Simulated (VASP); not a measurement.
Input of a VASP 6.6.1 run:

File INCAR:

```
PREC = Accurate
ENCUT = 520
EDIFF = 1E-6
ISMEAR = 0
SIGMA = 0.05
LREAL = Auto
LASPH = T
NELM = 80
ALGO = Normal
ISIF = 2
LWAVE = F
LCHARG = F
GGA = PE
NBANDS = 46
```

The input KPOINTS:

```
regular mesh
0
Gamma
  4 8 3
```

File POSCAR:

```
AlN
1.0
   -1.5651197814     -2.7108669814      5.0179796556
    1.5651197814     -2.7108669814      0.0000000000
    6.4169911040      0.2710866981      9.5341613456
Al N
8 8
Direct
    0.5796592434      0.9991356412      0.0981155127
    0.1546592434      0.4991356412      0.8481155127
    0.1046592434      0.4991356412      0.3481155127
   -0.3703407566      0.9991356412      0.5981155127
    0.6838259100      0.2491356413      0.3064488460
    0.1588259100      0.7491356413      0.0564488460
    0.2088259100      0.7491356413      0.5564488460
   -0.2661740900      0.2491356413      0.8064488460
    0.7799690900      0.8083643587      0.1935011540
   -0.6450309100      0.3083643587      0.9435011540
    0.3049690900      0.3083643587      0.4435011540
   -0.1700309100      0.8083643587      0.6935011540
   -0.1158642434      0.0583643587      0.4018344873
    0.3591357566      0.5583643587      0.1518344873
    0.4091357566      0.5583643587      0.6518344873
   -0.0658642434      0.0583643587      0.9018344873
```

Potentials or basis: VASP PAW PBE potentials, release 64 (Al, N).

Launch:

```bash
$ cat potpaw_PBE.64/Al/POTCAR potpaw_PBE.64/N/POTCAR > POTCAR
$ mpirun -np 1 vasp_std > vasp.out
```

Q: What does it give for the band gap on the k mesh?

A: 3.54 eV.

Q: Estimate the pressure.

A: -0.9 GPa.

Q: Predict the largest force.

A: 2.291 eV/Å.

Forces in eV/Å, atoms in the order of the input:
```
Al  -0.289 -0.492 -0.169
Al  -0.531 -0.037 -0.634
Al  -0.152 -0.119  0.060
Al   0.006  0.003 -0.016
Al   0.133  0.076  0.102
Al   0.117 -1.612  1.365
Al  -0.020 -0.012  0.016
Al  -0.050 -0.031 -0.307
N   -0.212 -0.062  0.315
N   -0.233  1.576 -1.646
N    0.010  0.015  0.059
N    0.067  0.047  0.014
N    0.031  0.018 -0.031
N    0.341 -0.152  1.039
N    0.007  0.016 -0.039
N    0.776  0.767 -0.129
```

Caveat: the cell differs from its parent crystal (the part above a cut slid along it); forces of over 1 eV/Å act on the atoms, so gaps and moduli don't describe the material at rest.
